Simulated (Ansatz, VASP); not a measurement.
Pt: VASP beside Ansatz

Contents of INCAR:

```
SYSTEM = Pt
  ALGO = Fast
  EDIFF = 1E-6
  ENCUT = 520
  GGA = CA
  ISIF = 2
  ISMEAR = 0
  LASPH = .TRUE.
  LCHARG = .FALSE.
  LREAL = .FALSE.
  LWAVE = .FALSE.
  NBANDS = 28
  NELM = 100
  PREC = Accurate
  SIGMA = 0.15
```

The input KPOINTS:

```
k-points
0
G
  18 18 6
  0 0 0
```

File POSCAR:

```
Pt
1.0
    2.7082945870      0.0000000000      0.0000000000
   -1.3541472935      2.3454519133      0.0000000000
    0.0000000000      0.0000000000      9.3530207388
Pt
4
Direct
    0.6131233381      0.3222480496      0.3750000000
    0.6131233381      0.3222480496      0.8750000000
    0.3868766619      0.6777519504      0.1250000000
    0.3868766619      0.6777519504      0.6250000000
```

Input for Ansatz:

```yaml
crystal:
  lattice:
    - [2.708294587, 0.0, 0.0]
    - [-1.3541472935, 2.3454519133, 0.0]
    - [0.0, 0.0, 9.3530207388]
  atoms:
    - { symbol: Pt, position: [0.6131233381, 0.3222480496, 0.375] }
    - { symbol: Pt, position: [0.6131233381, 0.3222480496, 0.875] }
    - { symbol: Pt, position: [0.3868766619, 0.6777519504, 0.125] }
    - { symbol: Pt, position: [0.3868766619, 0.6777519504, 0.625] }
basis:
  ecutwfc: 420
kpoints:
  mp_grid: { grid: [18, 18, 6] }
hamiltonian:
  xc: lda
  pseudopotentials: { kind: paw, azcp: { folder: soft_1 } }
scf:
  occupations: { method: gaussian, width: 0.15 }
output:
  forces: true
  stress: true
  eigenvalues: true
  write_density: true
  write_potential: true
  elf: true
  volumetric_format: npy
```

Change from the starting cell: mode 1 frozen in at -0.130 Å and mode 2 at -0.026 Å (largest displacements).

Alike in both runs: task single point; functional LDA; k mesh 18 × 18 × 6; occupations gaussian, width 0.15 eV; no spin polarisation.

|  | VASP | Ansatz |
| --- | --- | --- |
| version | VASP 6.6.1 | Ansatz 0.2.0 |
| potentials or method | VASP PAW LDA potentials, release 64 (Pt), cutoff 520 eV | scalar-relativistic, plane waves, PAW |
| valence electrons in the cell | 40 | 72 |

VASP gave:

* gap on the k mesh at the Fermi level (eV): none
* pressure (GPa): 1.4
* traceless stress, the component that is largest in VASP (GPa): -0.99
* rms of the force components (eV/Å): 0.113

Task: Estimate Ansatz's values.

Result: gap on the k mesh at the Fermi level (eV): none; pressure (GPa): 0.6; traceless stress, the component that is largest in VASP (GPa): -1.15; rms of the force components (eV/Å): 0.116.

Ansatz warns that its potentials were made for another functional, while VASP's fit it. LDA's correlation is that of Perdew and Zunger in VASP and of Perdew and Wang (1992) in Ansatz. Atom by atom the forces differ by 0.005 eV/Å (rms over components). A gap of «none» marks a metal or a gap that the smearing closes. VASP's potentials hold 40 valence electrons a cell and Ansatz's 72, so a difference there can come from the potentials and not from the codes.

Spin-orbit coupling is off throughout.
